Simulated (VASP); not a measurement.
# Cd (Pm-3m) in VASP: notebook, part 2 of 2

VASP 6.6.1. The steps go on from the part before.

## 5. Single point, PBEsol

This run uses another cell than the first one, of 25.09 Å³/atom.

Input file INCAR:

```
SYSTEM = Cd
ALGO     = Normal         ! electronic algorithm
EDIFF    = 1E-6           ! SCF threshold, eV
ENCUT    = 500            ! plane-wave cutoff, eV
GGA      = PS             ! functional
GGA_COMPAT= .FALSE.      
ISIF     = 2              ! what is computed and relaxed
ISMEAR   = -1             ! smearing method
LASPH    = .TRUE.         ! aspherical terms in the spheres
LCHARG   = .TRUE.         ! write CHGCAR
LELF     = .TRUE.         ! ELF
LREAL    = .FALSE.        ! projectors in reciprocal space
LVHAR    = .TRUE.       
LWAVE    = .FALSE.        ! write WAVECAR
NBANDS   = 12             ! bands
NELM     = 120            ! most SCF steps
PREC     = Accurate       ! precision mode
SIGMA    = 0.05           ! smearing width, eV
```

Input file KPOINTS:

```
k-points
0
G
  7 7 7
  0 0 0
```

Input file POSCAR:

```
Cd
1.0
    2.9273916003      0.0000000000      0.0000000000
    0.0000000000      2.9273916003      0.0000000000
    0.0000000000      0.0000000000      2.9273916003
Cd
1
Direct
    0.0000000000      0.0000000000      0.0000000000
```

The run is started by

```console
cat potpaw_PBE.64/Cd/POTCAR > POTCAR
mpirun -np 1 vasp_std > vasp.out
```

It took 4.2 s on 1 thread of Intel Xeon Platinum 8259CL at 2.50GHz (Skylake/Cascade Lake), shared host; peak memory 0.13 GiB.

Results (log left out):

* Free energy: -0.9838 eV
* Pressure: -0.3 GPa
* Band gap on the k mesh: zero (bands 6 and 7 overlap by 3.46 eV)

Levels at points of the mesh, in eV from the Fermi level:
```tsv
k point	band 4	band 5	band 6	band 7	band 8	band 9
(0.00, 0.00, 0.00)	-7.93	-7.93	-7.70	10.30	10.30	10.30
```

Caveat: the PAW data sets were made with another functional, which shifts forces and pressure a little.

## 6. Relaxation of cell and atoms, PBEsol

This run uses another cell than the first one, of 23.64 Å³/atom.

Input file INCAR:

```
PREC     = Accurate       # precision mode
ENCUT    = 500            # plane-wave cutoff, eV
EDIFF    = 1E-7           # SCF threshold, eV
ISMEAR   = -1             # smearing method
SIGMA    = 0.05           # smearing width, eV
LREAL    = False          # projectors in reciprocal space
LASPH    = True           # aspherical terms in the spheres
NELM     = 120            # most SCF steps
ALGO     = Normal         # electronic algorithm
ISIF     = 3              # what is computed and relaxed
LWAVE    = False          # write WAVECAR
LCHARG   = False          # write CHGCAR
GGA      = PS             # functional
IBRION   = 2              # ionic algorithm
NSW      = 80             # ionic steps
EDIFFG   = -0.02          # ionic threshold
GGA_COMPAT= False        
NELMIN   = 4
```

Input file KPOINTS:

```
regular mesh
0
Gamma
  7 7 7
```

Input file POSCAR:

```
Cd
1.0
    2.8700000000      0.0000000000      0.0000000000
    0.0000000000      2.8700000000      0.0000000000
    0.0000000000      0.0000000000      2.8700000000
Cd
1
Direct
    0.0000000000      0.0000000000      0.0000000000
```

Potentials or basis: VASP PAW PBE potentials, release 64 (Cd).

The run is started by

```console
cat potpaw_PBE.64/Cd/POTCAR > POTCAR
mpirun -np 1 vasp_std > vasp.out
```

OUTCAR:

```text
PREC = Accurate
   ENCUT = 500
   EDIFF = 1E-7
   ISMEAR = -1
   LREAL = False
   LASPH = True
   NELM = 120
   ISIF = 3
   GGA = PS
   IBRION = 2
   NSW = 80
   EDIFFG = -0.02
   NELMIN = 4

 ion  position               nearest neighbor table
   1  0.000  0.000  0.000-

  LATTYP: Found a simple cubic cell.
 ALAT       =     2.8700000000

  Lattice vectors:

[... 480 lines left out ...]
      8       6.4031      0.00000
      9       9.3545      0.00000
     10      11.0798      0.00000

------------------------ aborting loop because EDIFF is reached ----------------------------------------

  FORCE on cell =-STRESS in cart. coord.  units (eV):
  Direction    XX          YY          ZZ          XY          YZ          ZX
  --------------------------------------------------------------------------------------
  -------------------------------------------------------------------------------------
  Total       -0.0015433     -0.0015433     -0.0015433     -0.0000000     -0.0000000      0.0000000
  in kB       -0.0994287     -0.0994287     -0.0994287     -0.0000000     -0.0000000      0.0000000
  external PRESSURE =      -0.0994287 kB  Pullay stress =       0.0000000 kB

 VOLUME and BASIS-vectors are now :
 -----------------------------------------------------------------------------
  energy-cutoff  :      500.00
  volume of cell :       24.87
      direct lattice vectors                 reciprocal lattice vectors
     2.918860578  0.000000000  0.000000000     0.342599440 -0.000000000  0.000000000
     0.000000000  2.918860578  0.000000000    -0.000000000  0.342599440 -0.000000000
    -0.000000000  0.000000000  2.918860578    -0.000000000 -0.000000000  0.342599440

 POSITION                                       TOTAL-FORCE (eV/Angst)
 -----------------------------------------------------------------------------------
      0.00000      0.00000      0.00000        -0.000000      0.000000      0.000000
 -----------------------------------------------------------------------------------
    total drift:                                0.000000     -0.000000      0.000000

  FREE ENERGIE OF THE ION-ELECTRON SYSTEM (eV)
  ---------------------------------------------------
  free  energy   TOTEN  =        -0.9838163727 eV

  energy  without entropy=       -0.9779137171  energy(sigma->0) =       -0.98086504

 reached required accuracy - stopping structural energy minimisation
```

Wall time 6.1 s (1 thread of Intel Xeon Platinum 8259CL at 2.50GHz (Skylake/Cascade Lake), shared host); peak memory 0.14 GiB.

Results:

```yaml
Free_energy: -0.9838 eV
Relaxed_volume: 24.87 Å³/atom
Relaxed_cell: a = 2.919 Å, b = 2.919 Å, c = 2.919 Å, α = 90.00°, β = 90.00°, γ = 90.00°
Space_group_after_relaxing_to_0.1_Å: Pm-3m (No. 221)
Energy_gained_by_relaxing: 8.7 meV/atom
Ionic_steps: 2
Pressure_after_relaxing: 0.0 GPa
Band_gap_on_the_k_mesh: zero (bands 6 and 7 overlap by 3.49 eV)
```

The path:
| step | energy change (eV) | largest force (eV/Å) | pressure (GPa) | volume (Å³) |
| --- | --- | --- | --- | --- |
| 1 | 0.0000 | 0.0000 | 2.39 | 23.64 |
| 2 | -0.0087 | 0.0000 | -0.01 | 24.87 |

Final structure:
```
CELL_PARAMETERS angstrom
2.91886 0.00000 0.00000
0.00000 2.91886 0.00000
0.00000 0.00000 2.91886
ATOMIC_POSITIONS crystal
Cd 0.00000 0.00000 0.00000
```

Levels at points of the mesh, in eV from the Fermi level:
```csv
k point,band 3,band 4,band 5,band 6,band 7,band 8,band 9,band 10
"(0.00, 0.00, 0.00)",-7.94,-7.94,-7.94,-7.75,10.35,10.35,10.35,14.01
```

Caveat: the PAW data sets were made with another functional, which shifts forces and pressure a little.

## 7. The runs side by side

```tsv
task	cell	gap on the mesh (eV)	pressure (GPa)
single point	a = 2.913 Å, 1 atom	none	0.3
single point	a = 2.898 Å, 1 atom	none	0.9
single point	a = 2.927 Å, 1 atom	none	-0.3
relaxation of cell and atoms	relaxed from a = 2.870 Å, 1 atom	none	0.0
```

Alike in all rows: level PBEsol; potentials or basis VASP PAW PBE potentials, release 64 (Cd); no spin polarisation; k mesh 7 × 7 × 7; cutoff (eV) 500; smearing fermi-dirac 0.05 eV.

Caveats: the PAW data sets were made with another functional, which shifts forces and pressure a little.

Total energies depend on the potentials used, so only differences within one code and one set of settings carry meaning.
